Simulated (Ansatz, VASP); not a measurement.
Two plane-wave programs on Ga

File POSCAR:

```
Ga
1.0
    0.0000000000      2.1397919757      2.1397919757
    2.1397919757      0.0000000000      2.1397919757
    2.1397919757      2.1397919757      0.0000000000
Ga
1
Direct
    0.0000000000      0.0000000000      0.0000000000
```

The input INCAR.step1:

```
ALGO = Normal
EDIFF = 1E-4
ENCUT = 600
GGA = PE
ISMEAR = -1
LASPH = T
LCHARG = F
LREAL = F
LWAVE = T
NELM = 100
PREC = Accurate
SIGMA = 0.1
```

The input INCAR.step2:

```
ALGO = Normal
EDIFF = 1E-6
EDIFFG = -0.01
ENCUT = 600
IBRION = 2
ISIF = 3
ISMEAR = -1
ISTART = 1
LASPH = T
LCHARG = F
LMIXTAU = T
LREAL = F
LWAVE = F
METAGGA = R2SCAN
NELM = 100
NSW = 80
PREC = Accurate
SIGMA = 0.1
```

File KPOINTS:

```
k-points
0
Gamma
  13 13 13
```

Input for Ansatz:

```yaml
crystal:
  lattice:
    - [0.0, 2.1397919757, 2.1397919757]
    - [2.1397919757, 0.0, 2.1397919757]
    - [2.1397919757, 2.1397919757, 0.0]
  atoms:
    - { symbol: Ga, position: [0.0, 0.0, 0.0] }
hamiltonian:
  xc: r2scan
  pseudopotentials:
    kind: paw
    azcp:
      Ga: "pseudopotentials/Ga.paw.azcp"
basis:
  ecutwfc: 500
  fft_grid_basis: typed
kpoints:
  mp_grid: { grid: [13, 13, 13], shift: [0, 0, 0] }
magnetization:
  spin_polarized: false
scf:
  occupations: { method: fermi_dirac, width: 0.1 }
relax:
  max_steps: 60
  f_tol: 0.01
  cell: {}
```

Alike in both runs: task relaxation of cell and atoms; functional r2SCAN; k mesh 13 × 13 × 13; occupations fermi-dirac, width 0.1 eV; no spin polarisation.

|  | VASP | Ansatz |
| --- | --- | --- |
| version | VASP 6.6.1 | Ansatz 0.2.0 |
| potentials or method | VASP PAW PBE potentials, release 64 (Ga_d), cutoff 600 eV | plane waves (500 eV) with PAW, scalar-relativistic |
| valence electrons in the cell | 13 | 13 |

```csv
,VASP,Ansatz,Ansatz less VASP
relaxed volume (Å³/atom),17.90,17.92,+0.027
relaxed cell length with the largest relative difference (Å),2.936,2.937,+0.0015
```

VASP's potentials were made for PBE, not for r2SCAN.
